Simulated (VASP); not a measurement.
# Ge (Fd-3m) in VASP: single point with LDA

Aim: the single point of Ge with LDA.

All numbers are computed with VASP 6.6.1; they aren't measurements. Logs are shortened: lines on timing, memory, paths and dates and some standing lists are left out, and cuts for length are marked.

## (1) The cell of the first run

Symmetry: Fd-3m, No. 227, cubic system. Conventional cell: a = 5.622 Å, b = 5.622 Å, c = 5.622 Å, α = 90.00°, β = 90.00°, γ = 90.00°. Within 3.2 Å of Ge (site symmetry -43m) lie 4 Ge at 2.43 Å.

## (2) Single point, LDA

Contents of INCAR:

```
PREC = Accurate
ENCUT = 520
EDIFF = 1E-6
ISMEAR = -1
SIGMA = 0.02
LREAL = F
LASPH = T
NELM = 60
ALGO = Normal
ISIF = 2
LWAVE = F
LCHARG = F
GGA = CA
NBANDS = 51
```

Contents of KPOINTS:

```
Automatic mesh
0
Gamma
  9 9 3
```

Contents of POSCAR:

```
Ge
1.0
    0.0000000000      2.8108505728     -2.8108505728
   -2.8108505728      0.0000000000      2.8108505728
    5.6217011455      5.6217011455      5.6217011455
Ge
6
Direct
    0.3333333330      0.6666666670      0.2083333330
    0.6666666670      0.3333333330      0.5416666670
    0.0000000000      0.0000000000      0.8750000000
    0.0000000000      0.0000000000      0.1250000000
    0.3333333330      0.6666666670      0.4583333330
    0.6666666670      0.3333333330      0.7916666670
```

Potentials or basis: VASP PAW LDA potentials, release 64 (Ge_d).

Run with:

```bash
> cat potpaw_LDA.64/Ge_d/POTCAR > POTCAR
> mpirun -np 1 vasp_std > vasp.out
```

OUTCAR:

```text
PREC = Accurate
   ENCUT = 520
   EDIFF = 1E-6
   ISMEAR = -1
   LREAL = F
   LASPH = T
   NELM = 60
   ISIF = 2
   GGA = CA

 ion  position               nearest neighbor table
   1  0.333  0.667  0.208-   4 2.43   5 2.43   4 2.43   4 2.43
   2  0.667  0.333  0.542-   6 2.43   5 2.43   5 2.43   5 2.43
   3  0.000  0.000  0.875-   6 2.43   4 2.43   6 2.43   6 2.43
   4  0.000  0.000  0.125-   1 2.43   3 2.43   1 2.43   1 2.43
   5  0.333  0.667  0.458-   1 2.43   2 2.43   2 2.43   2 2.43
   6  0.667  0.333  0.792-   3 2.43   2 2.43   3 2.43   3 2.43

  LATTYP: Found a hexagonal cell.
 ALAT       =     3.9751430019
 C/A-ratio  =     2.4494897427

  Lattice vectors:

 A1 = (   0.0000000000,   2.8108505728,  -2.8108505728)
 A2 = (  -2.8108505728,   0.0000000000,   2.8108505728)
 A3 = (   5.6217011455,   5.6217011455,   5.6217011455)

Analysis of symmetry for initial positions (statically):
=====================================================================
 Subroutine PRICEL returns following result:

  LATTYP: Found a face centered cubic cell.
 ALAT       =     5.6217011399

  Lattice vectors:

 A1 = (   2.8108505700,   2.8108505700,  -0.0000000000)
 A2 = (  -0.0000000028,   2.8108505700,   2.8108505728)
 A3 = (   2.8108505784,   0.0000000056,   2.8108505728)

   3 primitive cells build up your supercell.

 Routine SETGRP: Setting up the symmetry group for a
 hexagonal supercell.

 Subroutine GETGRP returns: Found 12 space group operations
 (whereof 12 operations were pure point group operations)
 out of a pool of 24 trial point group operations.

The static configuration has the point symmetry D_3d.

Analysis of symmetry for dynamics (positions and initial velocities):
=====================================================================
 Subroutine PRICEL returns following result:

  LATTYP: Found a face centered cubic cell.
 ALAT       =     5.6217011399

  Lattice vectors:

 A1 = (   2.8108505700,   2.8108505700,  -0.0000000000)
 A2 = (  -0.0000000028,   2.8108505700,   2.8108505728)
 A3 = (   2.8108505784,   0.0000000056,   2.8108505728)

   3 primitive cells build up your supercell.

 Routine SETGRP: Setting up the symmetry group for a
 hexagonal supercell.
[... 95 lines left out ...]
 SYSTEM =  unknown system
   PREC   = accura    normal or accurate (medium, high low for compatibility)
   ISTART =      0    job   : 0-new  1-cont  2-samecut
   ICHARG =      2    charge: 1-file 2-atom 10-const
   ISPIN  =      1    spin polarized calculation?
   LNONCOLLINEAR =      F non collinear calculations
   LSORBIT =      F    spin-orbit coupling
   LASPH  =      T    aspherical Exc in radial PAW
   ENCUT  =  520.0 eV  38.22 Ry    6.18 a.u.   7.39  7.39 18.10*2*pi/ulx,y,z
   NELM   =     60;   NELMIN=  2; NELMDL= -5     # of ELM steps
   EDIFF  = 0.1E-05   stopping-criterion for ELM
   LREAL  =      F    real-space projection
   EDIFFG = 0.1E-04   stopping-criterion for IOM
   NSW    =      0    number of steps for IOM
   IBRION =     -1    ionic relax: 0-MD 1-quasi-New 2-CG
   NFREE  =      0    steps in history (QN), initial steepest desc. (CG)
   ISIF   =      2    stress and relaxation
   ISYM   =      2    0-nonsym 1-usesym 2-fastsym
   POTIM  = 0.5000    time-step for ionic-motion
   TEBEG  =    0.0;   TEEND  =   0.0 temperature during run
   PSTRESS=    0.0 pullay stress
   NELECT =      84.0000    total number of electrons
   NUPDOWN=      -1.0000    fix difference up-down
   EMIN   =  10.00;   EMAX   =-10.00  energy-range for DOS
   EFERMI =   0.00;   METHOD = LEGACY
   ISMEAR =    -1;   SIGMA  =   0.02  broadening in eV -4-tet -1-fermi 0-gaus
   EFERMI_NEDOS =   21; number of points for ismear=-14 and -15
   IALGO  =     38    algorithm
   IMIX   =      4    mixing-type and parameters
     AMIX     =   0.40;   BMIX     =  1.00
     AMIX_MAG =   1.60;   BMIX_MAG =  1.00
  volume/ion in A,a.u.               =      22.21       149.87
  Fermi-wavevector in a.u.,A,eV,Ry     =   1.403718  2.652642 26.809235  1.970423
  Thomas-Fermi vector in A             =   2.526351
   LORBIT       =      0    0 simple, 1 ext, 2 COOP (PROOUT), +10 PAW based schemes
   GGA     = CA    functional components
   LHFCALC =     F    Hartree Fock is set to
   AEXX    =    0.0000 exact exchange contribution
   IVDW    =     0    specifies the selected vdW correction
   LEPSILON=     F    determine dielectric tensor
   LRPA    =     F    only Hartree local field effects (RPA)
 non-spin polarized calculation
  energy-cutoff  :      520.00
  volume of cell :      133.25
 maximum number of plane-waves:      3613
 NGX is ok and might be reduce to    30
   NGX = 15   NGY = 15   NGZ = 37

 number of electron      84.0000002 magnetization

 Free energy of the ion-electron system (eV)
  ---------------------------------------------------
  ext. energy  EPLUGINS =         0.00000000
  ---------------------------------------------------
  free energy    TOTEN  =       -31.16569564 eV

  energy without entropy =      -31.16535181  energy(sigma->0) =      -31.16552372

 E-fermi :   4.9445     XC(G=0): -10.3793

 val. band max:        4.9127053894   @ k =   0.0000   0.0000   0.0000
 cond. band min:       4.9445657032   @ k =   0.0000   0.0000   0.0000
 fundamental gap:      0.0318603138
 Fermi energy:         4.9444926148

 k-point     1 :       0.0000    0.0000    0.0000
  band No.  band energies     occupation
      1     -20.0783      2.00000
      2     -20.0783      2.00000
      3     -20.0783      2.00000
      4     -20.0783      2.00000
      5     -20.0557      2.00000
      6     -20.0550      2.00000
[... 1285 lines left out ...]
     50      10.4564      0.00000
     51      10.4828      0.00000

 [... further k-points ...]
[... 5 lines left out ...]
  --------------------------------------------------------------------------------------
  -------------------------------------------------------------------------------------
  Total        0.1231797      0.1231797      0.1231797     -0.0153197     -0.0153197     -0.0153197
  in kB        1.4811033      1.4811033      1.4811033     -0.1842027     -0.1842027     -0.1842027
  external PRESSURE =       1.4811033 kB  Pullay stress =       0.0000000 kB

 VOLUME and BASIS-vectors are now :
 -----------------------------------------------------------------------------
  energy-cutoff  :      520.00
  volume of cell :      133.25
      direct lattice vectors                 reciprocal lattice vectors
     0.000000000  2.810850573 -2.810850573    -0.118588066  0.237176132 -0.118588066
    -2.810850573  0.000000000  2.810850573    -0.237176132  0.118588066  0.118588066
     5.621701146  5.621701146  5.621701146     0.059294033  0.059294033  0.059294033

 POSITION                                       TOTAL-FORCE (eV/Angst)
 -----------------------------------------------------------------------------------
     -0.70271      2.10814      2.10814        -0.001191     -0.001191     -0.001191
      2.10814      4.91899      2.10814        -0.001191     -0.001191     -0.001191
      4.91899      4.91899      4.91899        -0.001191     -0.001191     -0.001191
      0.70271      0.70271      0.70271         0.001191      0.001191      0.001191
      0.70271      3.51356      3.51356         0.001191      0.001191      0.001191
      3.51356      6.32441      3.51356         0.001191      0.001191      0.001191
 -----------------------------------------------------------------------------------
    total drift:                               -0.000000      0.000000      0.000000

  FREE ENERGIE OF THE ION-ELECTRON SYSTEM (eV)
  ---------------------------------------------------
  free  energy   TOTEN  =       -31.1656956404 eV

  energy  without entropy=      -31.1653518081  energy(sigma->0) =      -31.16552372
```

OSZICAR:

```text
N       E                     dE             d eps       ncg     rms          rms(c)
DAV:   1     0.921170380628E+03    0.92117E+03   -0.40374E+04  3577   0.452E+03
DAV:   2     0.144055798007E+03   -0.77711E+03   -0.75486E+03  3162   0.998E+02
DAV:   3    -0.189867728225E+02   -0.16304E+03   -0.15969E+03  3371   0.247E+02
DAV:   4    -0.313751345604E+02   -0.12388E+02   -0.12271E+02  3671   0.761E+01
DAV:   5    -0.317067728324E+02   -0.33164E+00   -0.33077E+00  3526   0.140E+01    0.590E+00
DAV:   6    -0.313466674532E+02    0.36011E+00   -0.21665E-01  3624   0.269E+00    0.334E+00
DAV:   7    -0.311629425290E+02    0.18372E+00   -0.25528E-01  3408   0.232E+00    0.240E-01
DAV:   8    -0.311654348297E+02   -0.24923E-02   -0.21206E-02  3801   0.936E-01    0.138E-01
DAV:   9    -0.311657009137E+02   -0.26608E-03   -0.36247E-04  3891   0.107E-01    0.260E-02
DAV:  10    -0.311656953752E+02    0.55385E-05   -0.24518E-05  4150   0.544E-02    0.152E-02
DAV:  11    -0.311656956404E+02   -0.26518E-06   -0.25746E-06  2566   0.147E-02
   1 F= -.31165696E+02 E0= -.31165524E+02  d E =-.343832E-03
```

stdout:

```text
POSCAR found type information on POSCAR Ge
 POSCAR found :  1 types and       6 ions
 scaLAPACK will be used
 LDA part: xc-table for (Slater(with rela. corr.)+CA(PZ))
 , standard interpolation
 POSCAR, INCAR and KPOINTS ok, starting setup
 FFT: planning ... GRIDC
 FFT: planning ... GRID_SOFT
 FFT: planning ... GRID
 WAVECAR not read
 entering main loop
```

It took 3.9 min on 1 thread of Intel Xeon 8259CL, shared host; peak memory 0.28 GiB.

Results:

```yaml
Free_energy: -31.1657 eV
Pressure: 0.1 GPa
```

Levels at points of the mesh, in eV from the Fermi level:
```
           k point  band 40  band 41  band 42  band 43  band 44  band 45
(0.00, 0.00, 0.00)    -0.03    -0.03    -0.03     0.00     0.32     0.32
```
